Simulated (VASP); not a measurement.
Write the native input for VASP 6.6.1 that does the following.

| Property | Result |
| --- | --- |
| Task | single point |
| Functional | LDA |
| Potentials or basis | VASP PAW LDA potentials, release 64 (Au, Pb_d, Mo_sv) |
| Cutoff | 520 eV |
| k mesh | 3 × 3 × 5 |
| Occupations | fermi-dirac, width 0.1 eV |
| Spin | collinear spin |
| Starting moments | [0.2, 0.2, 0.2, 0.2, 0.2, 0.2, 0.2, 0.2, 0.2, 0.2] μB |
| Dipole correction | no |
| Further INCAR settings | ALGO = Normal; EDIFF = 1e-06; NBANDS = 79 |

The structure of Mo2PbAu2 lies in POSCAR:

```
Mo2PbAu2
1.0
    7.3262545100      0.0000000000      0.0000000000
    0.0000000000      7.3262545100      0.0000000000
    0.0000000000      0.0000000000      3.6245666400
Au Pb Mo
4 2 4
Direct
    0.3767000000      0.8767000000      0.0000000000
    0.1233000000      0.3767000000      0.0000000000
    0.6233000000      0.1233000000      0.0000000000
    0.8767000000      0.6233000000      0.0000000000
    0.0000000000      0.0000000000      0.0000000000
    0.5000000000      0.5000000000      0.0000000000
    0.1778000000      0.6778000000      0.5000000000
    0.3222000000      0.1778000000      0.5000000000
    0.8222000000      0.3222000000      0.5000000000
    0.6778000000      0.8222000000      0.5000000000
```

One way to write it, as run:

INCAR

```
SYSTEM = Mo2PbAu2
PREC     = Accurate       ! precision mode
ENCUT    = 520            ! plane-wave cutoff, eV
EDIFF    = 1E-6           ! SCF threshold, eV
ISMEAR   = -1             ! smearing method
SIGMA    = 0.1            ! smearing width, eV
LREAL    = .False.        ! projectors in reciprocal space
LASPH    = .True.         ! aspherical terms in the spheres
NELM     = 150            ! most SCF steps
ALGO     = Normal         ! electronic algorithm
ISIF     = 2              ! what is computed and relaxed
LWAVE    = .False.        ! write WAVECAR
LCHARG   = .False.        ! write CHGCAR
ISPIN    = 2              ! spin polarisation
MAGMOM   = 0.2 0.2 0.2 0.2 0.2 0.2 0.2 0.2 0.2 0.2 ! initial moments
LORBIT   = 11             ! projections on sites
LMAXMIX  = 4              ! l up to which the mixer works
GGA      = CA             ! functional
NBANDS   = 79             ! bands
```

KPOINTS

```
regular mesh
0
Gamma
  3 3 5
  0 0 0
```

Potentials or basis: VASP PAW LDA potentials, release 64 (Au, Pb_d, Mo_sv).

Command:

```bash
$ cat potpaw_LDA.64/Au/POTCAR potpaw_LDA.64/Pb_d/POTCAR potpaw_LDA.64/Mo_sv/POTCAR > POTCAR
$ mpirun -np 1 vasp_std > vasp.out
```

It gave:

```
Pressure                                              : -9.9 GPa
Largest force                                         : 1.034 eV/Å
Band gap on the k mesh                                : zero (filled and empty bands overlap)
Net moment                                            : 0.00 μB per cell
Valence electrons inside the program's atomic spheres : Au 9.85; Pb 12.03; Mo 12.12
```

Caveat: the cell stands under tension; spin-orbit coupling is left out, which moves the levels of the heavy elements; forces of over 1 eV/Å act on the atoms, so gaps and moduli don't describe the material at rest.

Run time: 11 min on 1 thread of Intel Xeon 8259CL, with other jobs on the host, peak memory 0.36 GiB.
